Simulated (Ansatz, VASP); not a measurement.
PbF2: VASP beside Ansatz

```
Pb F
1.0
     0.00000    2.98152    2.98152
     2.98152    0.00000    2.98152
     2.98152    2.98152    0.00000
Pb F
1 2
Direct
  0.00000 0.00000 0.00000
  0.25000 0.25000 0.25000
  0.75000 0.75000 0.75000
```

Alike in both runs: task single point; functional r2SCAN; k mesh 8 × 8 × 8; occupations gaussian, width 0.05 eV; no spin polarisation.

```csv
,VASP,Ansatz
version,VASP 6.6.1,Ansatz 0.2.0
potentials or method,"VASP PAW PBE potentials, release 64 (Pb_d, F), cutoff 520 eV","scalar-relativistic, plane waves, PAW"
valence electrons in the cell,28,28
```

```tsv
	VASP	Ansatz	Ansatz less VASP
gap on the k mesh at the Fermi level (eV)	4.94	4.94	0.000
least direct gap on the mesh (eV)	5.08	5.08	-0.002
pressure (GPa)	-1.6	-1.6	+0.09
```

VASP's potentials were made for PBE, not for r2SCAN.

Neither program's run includes spin-orbit coupling.
